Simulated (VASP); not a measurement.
Wanted: the native input for a VASP 6.6.1 run.

| Quantity | Value |
| --- | --- |
| Task | relaxation of cell and atoms |
| Functional | PBE |
| Potentials or basis | VASP PAW PBE potentials, release 64 (La, N) |
| Cutoff | 600 eV |
| k mesh | 12 × 12 × 12 |
| Occupations | gaussian, width 0.1 eV |
| Spin | no spin polarisation |
| Dipole correction | no |
| Further INCAR settings | ALGO = Normal; EDIFF = 1e-06; IBRION = 2; EDIFFG = -0.01; NSW = 100; ISIF = 3 |

The structure of La3N lies in POSCAR:

```
La3N
1.0
    0.0000000000      3.5977740849      3.5977740849
    3.5977740849      0.0000000000      3.5977740849
    3.5977740849      3.5977740849      0.0000000000
La N
3 1
Direct
    0.2500000000      0.2500000000      0.2500000000
    0.7500000000      0.7500000000      0.7500000000
    0.5000000000      0.5000000000      0.5000000000
    0.0000000000      0.0000000000      0.0000000000
```

The cell was generated, and may not be a known phase.

These files were run (other wordings do the same):

INCAR

```
SYSTEM = La3N
PREC = Accurate
ENCUT = 600
EDIFF = 1E-6
ISMEAR = 0
SIGMA = 0.1
LREAL = .False.
LASPH = .True.
NELM = 60
ALGO = Normal
ISIF = 3
LWAVE = .False.
LCHARG = .False.
GGA = PE
IBRION = 2
NSW = 100
EDIFFG = -0.01
```

KPOINTS

```
Automatic mesh
0
Gamma
  12 12 12
  0 0 0
```

Potentials or basis: VASP PAW PBE potentials, release 64 (La, N).

Run with:

```sh
$ cat potpaw_PBE.64/La/POTCAR potpaw_PBE.64/N/POTCAR > POTCAR
$ mpirun -np 1 vasp_std > vasp.out
```

It gave:

```
Relaxed volume                        : 23.21 Å³/atom
Relaxed cell                          : a = 5.082 Å, b = 5.082 Å, c = 5.082 Å, α = 60.00°, β = 60.00°, γ = 60.00°
Space group after relaxing (to 0.1 Å) : Fm-3m (No. 225)
Energy gained by relaxing             : 0.0 meV/atom
Ionic steps                           : 2
Pressure after relaxing               : 0.0 GPa
Band gap on the k mesh                : zero (bands 19 and 20 overlap by 0.74 eV)
```

Caveat: spin-orbit coupling is left out, which moves the levels of the heavy elements.

Run time: 17 min on 1 thread of Intel Xeon 8259CL, on a shared host, peak memory 0.42 GiB.
